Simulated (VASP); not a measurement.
Crystal: BiIr3.

```
CELL_PARAMETERS angstrom
-1.99838 1.99838 4.46391
1.99838 -1.99838 4.46391
1.99838 1.99838 -4.46391
ATOMIC_POSITIONS crystal
Bi 0.00000 0.00000 0.00000
Ir 0.50000 0.50000 0.00000
Ir 0.25000 0.75000 0.50000
Ir 0.75000 0.25000 0.50000
```

- Program: VASP 6.6.1
- Task: relaxation of cell and atoms
- Functional: PBE
- Potentials or basis: VASP PAW PBE potentials, release 64 (Bi_d, Ir)
- Cutoff: 600 eV
- k mesh: 6 × 6 × 6
- Occupations: gaussian, width 0.1 eV
- Spin: no spin polarisation

At the start: pressure -5.9 GPa; volume 17.83 Å³/atom.

Task: Where does the relaxation end?

Result: Over 7 steps the energy falls by 122.2 meV/atom and the volume is 17.04 Å³/atom (-4.4 %); space group I4/mmm (No. 139, to 0.1 Å) before and after.

Step by step:
| step | energy change (eV) | largest force (eV/Å) | pressure (GPa) | volume (Å³) |
| --- | --- | --- | --- | --- |
| 1 | 0.0000 | 0.0000 | -5.85 | 71.31 |
| 2 | -0.2207 | 0.0000 | 13.20 | 64.65 |
| 3 | -0.2492 | 0.0000 | 7.67 | 66.17 |
| 4 | -0.4357 | 0.0000 | 5.66 | 66.46 |
| 5 | -0.4632 | 0.0000 | 5.15 | 66.55 |
| 6 | -0.4815 | 0.0000 | -2.53 | 69.03 |
| 7 | -0.4887 | 0.0000 | 0.01 | 68.14 |

Final structure:
```cif
data_structure
_symmetry_space_group_name_H-M 'P 1'
_symmetry_Int_Tables_number 1
_cell_length_a 4.9151
_cell_length_b 4.9151
_cell_length_c 4.9151
_cell_angle_alpha 129.929
_cell_angle_beta 129.929
_cell_angle_gamma 73.521
_cell_volume 68.14
loop_
_atom_site_label
_atom_site_type_symbol
_atom_site_fract_x
_atom_site_fract_y
_atom_site_fract_z
_atom_site_occupancy
Bi1 Bi 0.00000 0.00000 0.00000 1
Ir1 Ir 0.50000 0.50000 0.00000 1
Ir2 Ir 0.25000 0.75000 0.50000 1
Ir3 Ir 0.75000 0.25000 0.50000 1
```
